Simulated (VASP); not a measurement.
Input of a VASP 6.6.1 run:

The input INCAR:

```
PREC = Accurate ; ENCUT = 520
EDIFF = 1E-6 ; ISMEAR = -1
SIGMA = 0.05 ; LREAL = False
LASPH = True ; NELM = 80
ALGO = Normal ; ISIF = 2
LWAVE = False ; LCHARG = False
NBANDS = 24
```

The input KPOINTS:

```
Automatic mesh
0
Gamma
  19 19 7
```

File POSCAR:

```
Cu
1.0
    0.0000000000      1.7588387010     -1.7588387010
   -1.7588387010      0.0000000000      1.7588387010
    3.5176774021      3.5176774021      3.5176774021
Cu
3
Direct
    0.0000000000      0.0000000000      0.0000000000
    0.3333333330      0.6666666670      0.3333333330
    0.6666666670      0.3333333330      0.6666666670
```

Potentials or basis: VASP PAW LDA potentials, release 64 (Cu).

Run with:

```sh
$ cat potpaw_LDA.64/Cu/POTCAR > POTCAR
$ mpirun -np 1 vasp_std > vasp.out
```

Q: What does it give for the band gap on the k mesh?

A: Zero (an odd number of electrons rules out a gap without spin polarisation).

Q: What does it give for the pressure?

A: 0.9 GPa.
